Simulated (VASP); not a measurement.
Here is a VASP 6.6.1 calculation.

INCAR

```
SYSTEM = Cu5Mo
ALGO     = Normal         ! electronic algorithm
EDIFF    = 1E-6           ! SCF threshold, eV
ENCUT    = 600            ! plane-wave cutoff, eV
GGA      = PE             ! functional
GGA_COMPAT= .False.      
ISIF     = 2              ! what is computed and relaxed
ISMEAR   = 0              ! smearing method
LASPH    = .True.         ! aspherical terms in the spheres
LCHARG   = .True.         ! write CHGCAR
LELF     = .True.         ! ELF
LREAL    = .False.        ! projectors in reciprocal space
LVHAR    = .True.       
LWAVE    = .False.        ! write WAVECAR
NBANDS   = 44             ! bands
NELM     = 120            ! most SCF steps
PREC     = Accurate       ! precision mode
SIGMA    = 0.1            ! smearing width, eV
```

Contents of KPOINTS:

```
k-points
0
Gamma
  6 6 2
  0 0 0
```

The input POSCAR:

```
Cu5Mo
1.0
    2.6000932434      0.0000000000      0.0000000000
    0.0000000000      2.6000932434      0.0000000000
    0.0000000000      0.0000000000     11.1678995469
Cu Mo
5 1
Direct
    0.5000000000      0.5000000000      0.3411417443
    0.5000000000      0.5000000000      0.6588582557
    0.0000000000      0.0000000000      0.1808796864
    0.0000000000      0.0000000000      0.8191203136
    0.0000000000      0.0000000000      0.5000000000
    0.5000000000      0.5000000000      0.0000000000
```

Potentials or basis: VASP PAW PBE potentials, release 64 (Cu, Mo_sv).

The run is started by

```console
$ cat potpaw_PBE.64/Cu/POTCAR potpaw_PBE.64/Mo_sv/POTCAR > POTCAR
$ mpirun -np 1 vasp_std > vasp.out
```

(1) What does it give for the band gap on the k mesh?

(2) Predict the largest force.

Results:

(1) zero (an odd number of electrons rules out a gap without spin polarisation).

(2) 0.093 eV/Å.

Caveat: the k points lie up to 0.40 Å⁻¹ apart, too coarse for converged energies and pressures of a metal.
